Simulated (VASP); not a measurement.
Wanted: the native input for a VASP 6.6.1 run.

```yaml
Task: single point
Functional: LDA
Potentials_or_basis: VASP PAW LDA potentials, release 64 (Ti_sv, Au)
Cutoff: 520 eV
k_mesh: 14 × 14 × 14
Occupations: fermi-dirac, width 0.15 eV
Spin: no spin polarisation
Dipole_correction: no
Further_INCAR_settings: ALGO = Normal; EDIFF = 1e-06; NBANDS = 18
```

The structure of TiAu lies in POSCAR:

```
TiAu
1.0
    3.1915999563      0.0000000000      0.0000000000
    0.0000000000      3.1915999563      0.0000000000
    0.0000000000      0.0000000000      3.1915999563
Ti Au
1 1
Direct
    0.5000000000      0.5000000000      0.5000000000
    0.0000000000      0.0000000000      0.0000000000
```

One way to write it, as run:

INCAR

```
  ALGO = Normal
  EDIFF = 1E-6
  ENCUT = 520
  ISIF = 2
  ISMEAR = -1
  LASPH = True
  LCHARG = False
  LREAL = False
  LWAVE = False
  NBANDS = 18
  NELM = 80
  PREC = Accurate
  SIGMA = 0.15
```

KPOINTS

```
k-points
0
Gamma
  14 14 14
```

Potentials or basis: VASP PAW LDA potentials, release 64 (Ti_sv, Au).

Run with:

```sh
$ cat potpaw_LDA.64/Ti_sv/POTCAR potpaw_LDA.64/Au/POTCAR > POTCAR
$ mpirun -np 1 vasp_std > vasp.out
```

Results of the run:

| Quantity | Value |
| --- | --- |
| Pressure | 0.3 GPa |

Wall time 20 s on 1 thread of AMD EPYC 9R45 96-Core Processor (Zen 5), on a shared host, peak memory 0.16 GiB.
